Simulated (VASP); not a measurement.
# Sb in VASP: a series of runs

The runs below take Sb through electric field gradients, with PBEsol.

Everything below comes from runs of VASP 6.6.1. Logs are shortened: lines on timing, memory, paths and dates and some standing lists are left out, and cuts for length are marked.

## (1) The cell of the first run

The structure is cubic, space group Pm-3m (No. 221). The conventional cell has a = 3.222 Å, b = 3.222 Å, c = 3.222 Å, α = 90.00°, β = 90.00°, γ = 90.00°. Within 4.2 Å of Sb (site symmetry m-3m) lie 6 Sb at 3.22 Å.

This isn't the form of Sb at room conditions, which is rhombohedral.

## (2) Electric field gradients, PBEsol (33.45 Å³/atom)

INCAR

```
PREC     = Accurate       # precision mode
ENCUT    = 520            # plane-wave cutoff, eV
EDIFF    = 1E-8           # SCF threshold, eV
ISMEAR   = -1             # smearing method
SIGMA    = 0.05           # smearing width, eV
LREAL    = F              # projectors in reciprocal space
LASPH    = T              # aspherical terms in the spheres
NELM     = 60             # most SCF steps
ALGO     = Normal         # electronic algorithm
ISIF     = 2              # what is computed and relaxed
LWAVE    = F              # write WAVECAR
LCHARG   = F              # write CHGCAR
GGA      = PS             # functional
LEFG     = T            
NBANDS   = 8              # bands
```

KPOINTS

```
Automatic mesh
0
Gamma
  13 13 13
```

POSCAR

```
Sb
1.0
    3.2219765188      0.0000000000      0.0000000000
    0.0000000000      3.2219765188      0.0000000000
    0.0000000000      0.0000000000      3.2219765188
Sb
1
Direct
    0.0000000000      0.0000000000      0.0000000000
```

Potentials or basis: VASP PAW PBE potentials, release 64 (Sb).

Command:

```bash
$ cat potpaw_PBE.64/Sb/POTCAR > POTCAR
$ mpirun -np 1 vasp_std > vasp.out
```

OUTCAR:

```text
PREC = Accurate
   ENCUT = 520
   EDIFF = 1E-8
   ISMEAR = -1
   LREAL = F
   LASPH = T
   NELM = 60
   ISIF = 2
   GGA = PS

 ion  position               nearest neighbor table
   1  0.000  0.000  0.000-

  LATTYP: Found a simple cubic cell.
 ALAT       =     3.2219765188

  Lattice vectors:

 A1 = (   3.2219765188,   0.0000000000,   0.0000000000)
 A2 = (   0.0000000000,   3.2219765188,   0.0000000000)
 A3 = (   0.0000000000,   0.0000000000,   3.2219765188)

Analysis of symmetry for initial positions (statically):
=====================================================================
 Subroutine PRICEL returns:
 Original cell was already a primitive cell.

 Routine SETGRP: Setting up the symmetry group for a
 simple cubic supercell.

 Subroutine GETGRP returns: Found 48 space group operations
 (whereof 48 operations were pure point group operations)
 out of a pool of 48 trial point group operations.

The static configuration has the point symmetry O_h .

Analysis of symmetry for dynamics (positions and initial velocities):
=====================================================================
 Subroutine PRICEL returns:
 Original cell was already a primitive cell.

 Routine SETGRP: Setting up the symmetry group for a
 simple cubic supercell.

 Subroutine GETGRP returns: Found 48 space group operations
 (whereof 48 operations were pure point group operations)
 out of a pool of 48 trial point group operations.

The dynamic configuration has the point symmetry O_h .

 Subroutine INISYM returns: Found 48 space group operations
 (whereof 48 operations are pure point group operations),
 and found     1 'primitive' translations

----------------------------------------------------------------------------------------

                                     Primitive cell

  volume of cell :      33.4478

  direct lattice vectors                    reciprocal lattice vectors
     3.221976519  0.000000000  0.000000000     0.310368494  0.000000000  0.000000000
     0.000000000  3.221976519  0.000000000     0.000000000  0.310368494  0.000000000
     0.000000000  0.000000000  3.221976519     0.000000000  0.000000000  0.310368494

  length of vectors
     3.221976519  3.221976519  3.221976519     0.310368494  0.310368494  0.310368494

  position of ions in fractional coordinates (direct lattice)
     0.000000000  0.000000000  0.000000000

  ion indices of the primitive-cell ions
   primitive index   ion index
                 1           1

----------------------------------------------------------------------------------------

 KPOINTS: Automatic mesh

Automatic generation of k-mesh.
 Grid dimensions read from file:
 generate k-points for:   13   13   13

 Generating k-lattice:

  Cartesian coordinates                     Fractional coordinates (reciprocal lattice)
     0.023874500  0.000000000  0.000000000     0.076923077  0.000000000  0.000000000
     0.000000000  0.023874500  0.000000000     0.000000000  0.076923077  0.000000000
     0.000000000  0.000000000  0.023874500     0.000000000  0.000000000  0.076923077

  Length of vectors
     0.023874500  0.023874500  0.023874500

  Shift w.r.t. Gamma in fractional coordinates (k-lattice)
     0.000000000  0.000000000  0.000000000

 Subroutine IBZKPT returns following result:
 ===========================================

 Found     84 irreducible k-points:

 Following reciprocal coordinates:
            Coordinates               Weight
  0.000000  0.000000  0.000000      1.000000
  0.076923  0.000000  0.000000      6.000000
  0.153846  0.000000  0.000000      6.000000
  0.230769  0.000000  0.000000      6.000000
  0.307692  0.000000  0.000000      6.000000
  0.384615  0.000000  0.000000      6.000000
[... 16 lines left out ...]
  0.307692  0.307692  0.000000     12.000000
  0.384615  0.307692  0.000000     24.000000
 [... further k-points ...]
   k-points           NKPTS =     84   k-points in BZ     NKDIM =     84   number of bands    NBANDS=      8
   number of dos      NEDOS =    301   number of ions     NIONS =      1
   total plane-waves  NPLWV =  13824
   dimension x,y,z NGX =    24 NGY =   24 NGZ =   24
   dimension x,y,z NGXF=    48 NGYF=   48 NGZF=   48
   ions per type =               1
   NGX,Y,Z   is equivalent  to a cutoff of  12.38, 12.38, 12.38 a.u.
   NGXF,Y,Z  is equivalent  to a cutoff of  24.77, 24.77, 24.77 a.u.
 SYSTEM =  unknown system
   PREC   = accura    normal or accurate (medium, high low for compatibility)
   ISTART =      0    job   : 0-new  1-cont  2-samecut
   ICHARG =      2    charge: 1-file 2-atom 10-const
   ISPIN  =      1    spin polarized calculation?
   LNONCOLLINEAR =      F non collinear calculations
   LSORBIT =      F    spin-orbit coupling
   LASPH  =      T    aspherical Exc in radial PAW
   ENCUT  =  520.0 eV  38.22 Ry    6.18 a.u.   5.99  5.99  5.99*2*pi/ulx,y,z
   NELM   =     60;   NELMIN=  2; NELMDL= -5     # of ELM steps
   EDIFF  = 0.1E-07   stopping-criterion for ELM
   LREAL  =      F    real-space projection
   EDIFFG = 0.1E-06   stopping-criterion for IOM
   NSW    =      0    number of steps for IOM
   IBRION =     -1    ionic relax: 0-MD 1-quasi-New 2-CG
   NFREE  =      0    steps in history (QN), initial steepest desc. (CG)
   ISIF   =      2    stress and relaxation
   ISYM   =      2    0-nonsym 1-usesym 2-fastsym
   POTIM  = 0.5000    time-step for ionic-motion
   TEBEG  =    0.0;   TEEND  =   0.0 temperature during run
   PSTRESS=    0.0 pullay stress
   NELECT =       5.0000    total number of electrons
   NUPDOWN=      -1.0000    fix difference up-down
   EMIN   =  10.00;   EMAX   =-10.00  energy-range for DOS
   EFERMI =   0.00;   METHOD = LEGACY
   ISMEAR =    -1;   SIGMA  =   0.05  broadening in eV -4-tet -1-fermi 0-gaus
   EFERMI_NEDOS =   21; number of points for ismear=-14 and -15
   IALGO  =     38    algorithm
   IMIX   =      4    mixing-type and parameters
     AMIX     =   0.40;   BMIX     =  1.00
     AMIX_MAG =   1.60;   BMIX_MAG =  1.00
  volume/ion in A,a.u.               =      33.45       225.72
  Fermi-wavevector in a.u.,A,eV,Ry     =   0.868845  1.641880 10.270932  0.754892
  Thomas-Fermi vector in A             =   1.987582
   LORBIT       =      0    0 simple, 1 ext, 2 COOP (PROOUT), +10 PAW based schemes
   GGA     = PS    functional components
   LHFCALC =     F    Hartree Fock is set to
   AEXX    =    0.0000 exact exchange contribution
   IVDW    =     0    specifies the selected vdW correction
   LEPSILON=     F    determine dielectric tensor
   LRPA    =     F    only Hartree local field effects (RPA)
 non-spin polarized calculation
  energy-cutoff  :      520.00
  volume of cell :       33.45
 maximum number of plane-waves:       916
 NGX is ok and might be reduce to    24
   NGX = 11   NGY = 11   NGZ = 11

 number of electron       5.0000000 magnetization

 Free energy of the ion-electron system (eV)
  ---------------------------------------------------
  ext. energy  EPLUGINS =         0.00000000
  ---------------------------------------------------
  free energy    TOTEN  =        -4.43150007 eV

  energy without entropy =       -4.42841393  energy(sigma->0) =       -4.42995700

 E-fermi :   5.6580     XC(G=0):  -9.2801

 val. band max:        5.6106920971   @ k =   0.3846   0.3077   0.3077
 cond. band min:       5.6706107526   @ k =   0.3077   0.2308   0.1538
 fundamental gap:      0.0599186556
 Fermi energy:         5.6579652302

 k-point     1 :       0.0000    0.0000    0.0000
  band No.  band energies     occupation
      1      -5.9546      2.00000
      2       8.5938      0.00000
      3       8.5938      0.00000
      4       8.5938      0.00000
      5      12.4647      0.00000
      6      12.4647      0.00000
      7      13.0805      0.00000
      8      22.6857      0.00000

 k-point     2 :       0.0769    0.0000    0.0000
  band No.  band energies     occupation
      1      -5.8789      2.00000
      2       7.6677      0.00000
      3       8.6661      0.00000
      4       8.6661      0.00000
      5      12.5292      0.00000
      6      12.8597      0.00000
      7      13.8018      0.00000
      8      21.8804      0.00000
[... 221 lines left out ...]
 k-point    23 :       0.3077    0.3077    0.0000
  band No.  band energies     occupation
      1      -3.7016      2.00000
      2       3.7459      2.00000
      3       3.9932      2.00000
      4      10.5920      0.00000
      5      11.6246      0.00000
      6      14.9371      0.00000
      7      18.9116      0.00000
      8      19.2263      0.00000

 k-point    24 :       0.3846    0.3077    0.0000
  band No.  band energies     occupation
      1      -3.2005      2.00000
      2       2.6455      2.00000
      3       4.3174      2.00000
      4      10.5771      0.00000
      5      10.9696      0.00000
      6      15.5065      0.00000
      7      18.2035      0.00000
      8      18.5860      0.00000

 [... further k-points ...]

------------------------ aborting loop because EDIFF is reached ----------------------------------------

  FORCE on cell =-STRESS in cart. coord.  units (eV):
  Direction    XX          YY          ZZ          XY          YZ          ZX
  --------------------------------------------------------------------------------------
  -------------------------------------------------------------------------------------
  Total       -1.4344638     -1.4344638     -1.4344638     -0.0000000     -0.0000000      0.0000000
  in kB      -68.7120735    -68.7120735    -68.7120735     -0.0000000     -0.0000000      0.0000000
  external PRESSURE =     -68.7120735 kB  Pullay stress =       0.0000000 kB

 VOLUME and BASIS-vectors are now :
 -----------------------------------------------------------------------------
  energy-cutoff  :      520.00
  volume of cell :       33.45
      direct lattice vectors                 reciprocal lattice vectors
     3.221976519  0.000000000  0.000000000     0.310368494  0.000000000  0.000000000
     0.000000000  3.221976519  0.000000000     0.000000000  0.310368494  0.000000000
     0.000000000  0.000000000  3.221976519     0.000000000  0.000000000  0.310368494

 POSITION                                       TOTAL-FORCE (eV/Angst)
 -----------------------------------------------------------------------------------
      0.00000      0.00000      0.00000         0.000000      0.000000      0.000000
 -----------------------------------------------------------------------------------
    total drift:                               -0.000000      0.000000      0.000000

  FREE ENERGIE OF THE ION-ELECTRON SYSTEM (eV)
  ---------------------------------------------------
  free  energy   TOTEN  =        -4.4315000666 eV

  energy  without entropy=       -4.4284139265  energy(sigma->0) =       -4.42995700

 Electric field gradients (V/A^2)
---------------------------------------------------------------------
 ion       V_xx      V_yy      V_zz      V_xy      V_xz      V_yz
---------------------------------------------------------------------
   1       0.000     0.000     0.000    -0.000     0.000     0.000
---------------------------------------------------------------------

 Electric field gradients after diagonalization (V/A^2)
 (convention: |V_zz| > |V_xx| > |V_yy|)
----------------------------------------------------------------------
 ion       V_xx      V_yy      V_zz     asymmetry (V_yy - V_xx)/ V_zz
----------------------------------------------------------------------
   1       0.000     0.000     0.000      -0.031
----------------------------------------------------------------------

           NMR quadrupolar parameters

 Cq : quadrupolar parameter    Cq=e*Q*V_zz/h
 eta: asymmetry parameters     (V_yy - V_xx)/ V_zz
 Q  : nuclear electric quadrupole moment in mb (millibarn)
----------------------------------------------------------------------
 ion       Cq(MHz)       eta       Q (mb)
----------------------------------------------------------------------
   1       0.000      -0.031       1.000
----------------------------------------------------------------------
```

Wall time 4.7 s (1 thread of Intel Xeon 6975P-C (Granite Rapids), shared host); peak memory 0.14 GiB.

What came out:

```
Free energy                             : -4.4315 eV
Pressure                                : -6.9 GPa
Band gap on the k mesh                  : zero (an odd number of electrons rules out a gap without spin polarisation)
Largest electric field gradient by atom : zero within the noise of the run
```

Levels at points of the mesh, in eV from the Fermi level:
```tsv
k point	band 1	band 2	band 3	band 4	band 5
(0.00, 0.00, 0.00)	-11.61	2.94	2.94	2.94	6.81
```

Caveat: the cell stands under tension; the PAW data sets were made with another functional, which shifts forces and pressure a little; spin-orbit coupling is left out, which moves the levels of the heavy elements.

## (3) Electric field gradients, PBEsol (equal xx and yy strain of +2 %)

INCAR

```
  PREC = Accurate
  ENCUT = 520
  EDIFF = 1E-8
  ISMEAR = -1
  SIGMA = 0.05
  LREAL = False
  LASPH = True
  NELM = 80
  ALGO = Normal
  ISIF = 2
  LWAVE = False
  LCHARG = False
  GGA = PS
  LEFG = True
  NBANDS = 8
```

KPOINTS

```
regular mesh
0
Gamma
  13 13 13
```

POSCAR

```
Sb
1.0
    3.2232000000      0.0000000000      0.0000000000
    0.0000000000      3.2232000000      0.0000000000
    0.0000000000      0.0000000000      3.1600000000
Sb
1
Direct
    0.0000000000      0.0000000000      0.0000000000
```

Potentials or basis: VASP PAW PBE potentials, release 64 (Sb).

Command:

```bash
$ cat potpaw_PBE.64/Sb/POTCAR > POTCAR
$ mpirun -np 1 vasp_std > vasp.out
```

OUTCAR:

```text
PREC = Accurate
   ENCUT = 520
   EDIFF = 1E-8
   ISMEAR = -1
   LREAL = False
   LASPH = True
   NELM = 80
   ISIF = 2
   GGA = PS

 ion  position               nearest neighbor table
   1  0.000  0.000  0.000-

  LATTYP: Found a simple tetragonal cell.
 ALAT       =     3.2232000000
 C/A-ratio  =     0.9803921569

  Lattice vectors:

[... 471 lines left out ...]
 -----------------------------------------------------------------------------------
    total drift:                               -0.000000      0.000000      0.000000

  FREE ENERGIE OF THE ION-ELECTRON SYSTEM (eV)
  ---------------------------------------------------
  free  energy   TOTEN  =        -4.4538094846 eV

  energy  without entropy=       -4.4506576738  energy(sigma->0) =       -4.45223358

 Electric field gradients (V/A^2)
---------------------------------------------------------------------
 ion       V_xx      V_yy      V_zz      V_xy      V_xz      V_yz
---------------------------------------------------------------------
   1       4.277     4.277    -8.553     0.000     0.000    -0.000
---------------------------------------------------------------------

 Electric field gradients after diagonalization (V/A^2)
 (convention: |V_zz| > |V_xx| > |V_yy|)
----------------------------------------------------------------------
 ion       V_xx      V_yy      V_zz     asymmetry (V_yy - V_xx)/ V_zz
----------------------------------------------------------------------
   1       4.277     4.277    -8.553       0.000
----------------------------------------------------------------------

           NMR quadrupolar parameters

 Cq : quadrupolar parameter    Cq=e*Q*V_zz/h
 eta: asymmetry parameters     (V_yy - V_xx)/ V_zz
 Q  : nuclear electric quadrupole moment in mb (millibarn)
----------------------------------------------------------------------
 ion       Cq(MHz)       eta       Q (mb)
----------------------------------------------------------------------
   1      -0.021       0.000       1.000
----------------------------------------------------------------------
```

OSZICAR:

```text
N       E                     dE             d eps       ncg     rms          rms(c)
DAV:   1     0.469271728118E+01    0.46927E+01   -0.15960E+03  3144   0.398E+02
DAV:   2    -0.433633674836E+01   -0.90291E+01   -0.86340E+01  4464   0.503E+01
DAV:   3    -0.445460873426E+01   -0.11827E+00   -0.11814E+00  3696   0.660E+00
DAV:   4    -0.445517304290E+01   -0.56431E-03   -0.56430E-03  4928   0.560E-01
DAV:   5    -0.445517492504E+01   -0.18821E-05   -0.18819E-05  4016   0.202E-02    0.156E+00
DAV:   6    -0.445430142583E+01    0.87350E-03   -0.12300E-03  3984   0.179E-01    0.904E-01
DAV:   7    -0.445380465955E+01    0.49677E-03   -0.26053E-03  3384   0.259E-01    0.652E-02
DAV:   8    -0.445380897853E+01   -0.43190E-05   -0.69501E-05  4176   0.542E-02    0.614E-03
DAV:   9    -0.445380974286E+01   -0.76432E-06   -0.10649E-06  4552   0.760E-03    0.265E-03
DAV:  10    -0.445380944229E+01    0.30057E-06   -0.34934E-07  4176   0.284E-03    0.239E-04
DAV:  11    -0.445380947491E+01   -0.32621E-07   -0.67621E-09  4160   0.528E-04    0.109E-04
DAV:  12    -0.445380948461E+01   -0.96992E-08   -0.20316E-09  3152   0.251E-04
   1 F= -.44538095E+01 E0= -.44522336E+01  d E =-.315181E-02
```

stdout:

```text
POSCAR found type information on POSCAR Sb
 POSCAR found :  1 types and       1 ions
 scaLAPACK will be used
 -----------------------------------------------------------------------------
|                                                                             |
|                                                                             |
|     You enforced a specific xc type in the INCAR file but a different       |
|     I HOPE YOU KNOW WHAT YOU ARE DOING!                                     |
|                                                                             |
 -----------------------------------------------------------------------------

 LDA part: xc-table for (Slater+PW92), standard interpolation
 POSCAR, INCAR and KPOINTS ok, starting setup
 FFT: planning ... GRIDC
 FFT: planning ... GRID_SOFT
 FFT: planning ... GRID
 WAVECAR not read
 entering main loop
ion   1
```

Run time: 32 s. Hardware: 1 thread of Intel Xeon 8259CL, shared host; peak memory 0.17 GiB.

Results:

```yaml
Free_energy: -4.4538 eV
Pressure: -6.3 GPa
Band_gap_on_the_k_mesh: zero (an odd number of electrons rules out a gap without spin polarisation)
Largest_electric_field_gradient_by_atom: Sb -8.6 V/Å²
```

Stress tensor (GPa, compression positive):
```
-7.03  0.00  0.00
 0.00 -7.03  0.00
 0.00  0.00 -4.70
```

Electric field gradients, principal values (V/Å²):
| atom | least | middle | greatest (by size) |
| --- | --- | --- | --- |
| 1 Sb | 4.277 | 4.277 | -8.553 |

Caveat: the cell differs from its parent crystal (equal xx and yy strain of +2 %); the cell stands under tension; without QUAD_EFG the Cq values of the log hold for a quadrupole moment of 1 mb, not for the nuclei; the PAW data sets were made with another functional, which shifts forces and pressure a little; spin-orbit coupling is left out, which moves the levels of the heavy elements.
